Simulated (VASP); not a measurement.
Wanted: the native input for a VASP 6.6.1 run.

```
Task                   : single point
Functional             : BLYP
Potentials or basis    : VASP PAW PBE potentials, release 64 (Ir)
Cutoff                 : 520 eV
k mesh                 : 13 × 13 × 4
Occupations            : fermi-dirac, width 0.1 eV
Spin                   : no spin polarisation
Dipole correction      : no
Further INCAR settings : ALGO = Normal; EDIFF = 1e-06; NBANDS = 26
```

The structure of Ir lies in POSCAR:

```
Ir
1.0
    2.7855558338      0.0000000000      0.0000000000
   -1.3927779169      2.4123621157      0.0000000000
    0.0000000000      0.0000000000      9.1023465597
Ir
4
Direct
    1.0000000000      1.0000000000      1.0000000000
    1.0000000000      1.0000000000      0.5000000000
    0.3333333333      0.6666666667      0.2500000000
    0.6666666667      0.3333333333      0.7500000000
```

The input as run:

INCAR

```
  PREC = Accurate
  ENCUT = 520
  EDIFF = 1E-6
  ISMEAR = -1
  SIGMA = 0.1
  LREAL = False
  LASPH = True
  NELM = 60
  ALGO = Normal
  ISIF = 2
  LWAVE = False
  LCHARG = True
  GGA = B5
  ALDAX = 1.0
  AGGAX = 1.0
  AGGAC = 1.0
  ALDAC = 0.0
  LELF = True
  LVHAR = True
  NBANDS = 26
```

KPOINTS

```
Automatic mesh
0
Gamma
  13 13 4
```

Potentials or basis: VASP PAW PBE potentials, release 64 (Ir).

The run is started by

```bash
$ cat potpaw_PBE.64/Ir/POTCAR > POTCAR
$ mpirun -np 1 vasp_std > vasp.out
```

It gave:

* Pressure: 2.3 GPa
* Band gap on the k mesh: zero (band 18 reaches 10.53 eV, above the bottom of band 19 at 8.33 eV)

Caveat: the PAW data sets were made with another functional, which shifts forces and pressure a little; spin-orbit coupling is left out, which moves the levels of the heavy elements.

It took 61 s on 1 thread of Intel(R) Xeon(R) 6975P-C (Granite Rapids) (shared host), peak memory 0.21 GiB.
